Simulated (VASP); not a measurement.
## TePb: single point with r2SCAN

Crystal: TePb.

```
CELL_PARAMETERS angstrom
0.00000 3.22700 3.22700
3.22700 0.00000 3.22700
3.22700 3.22700 0.00000
ATOMIC_POSITIONS crystal
Te 0.49726 0.50000 0.50000
Pb 0.00000 0.00000 0.00000
```

This cell differs from its parent crystal: all Te atoms moved +0.013 Å, as atom 1 towards its neighbour atom 1 (Te) at 4.564 Å.

```yaml
Program: VASP 6.6.1
Task: single point
Functional: r2SCAN
Potentials_or_basis: VASP PAW PBE potentials, release 64 (Te, Pb_d)
Cutoff: 520 eV
k_mesh: 8 × 8 × 8
Occupations: gaussian, width 0.05 eV
Spin: no spin polarisation
Dipole_correction: no
Further_INCAR_settings: ALGO = Normal; EDIFF = 1e-06; NBANDS = 17
```

```
Pressure               : 1.7 GPa
Largest force          : 0.006 eV/Å
Band gap on the k mesh : 1.01 eV, direct
```

Forces on the atoms (eV/Å):
```
Te   0.000  0.004  0.004
Pb   0.000 -0.004 -0.004
```

Levels at points of the mesh, in eV from the valence-band top:
```csv
k point,band 8,band 9,band 10,band 11,band 12,band 13
"(0.00, 0.00, 0.00)",-1.52,-1.52,-1.52,4.35,4.35,4.35
"(0.50, 0.00, 0.00)",-1.04,-1.04,0.00,1.01,1.40,1.40
"(0.00, 0.50, 0.00)",-1.04,-1.04,0.00,1.01,1.40,1.40
"(0.50, 0.50, 0.00)",-4.73,-3.00,-3.00,3.56,5.84,5.84
"(0.00, 0.50, 0.50)",-4.73,-3.00,-3.00,3.56,5.84,5.84
```

Wall time 3.6 min on 1 thread of Intel(R) Xeon(R) Platinum 8488C (Sapphire Rapids) (shared host), peak memory 0.29 GiB.

Caveat: the cell differs from its parent crystal (all Te atoms moved +0.013 Å, as atom 1 towards its neighbour atom 1 (Te) at 4.564 Å); the PAW data sets were made with another functional, which shifts forces and pressure a little; spin-orbit coupling is left out, which moves the levels of the heavy elements. A k mesh can miss the band edges.
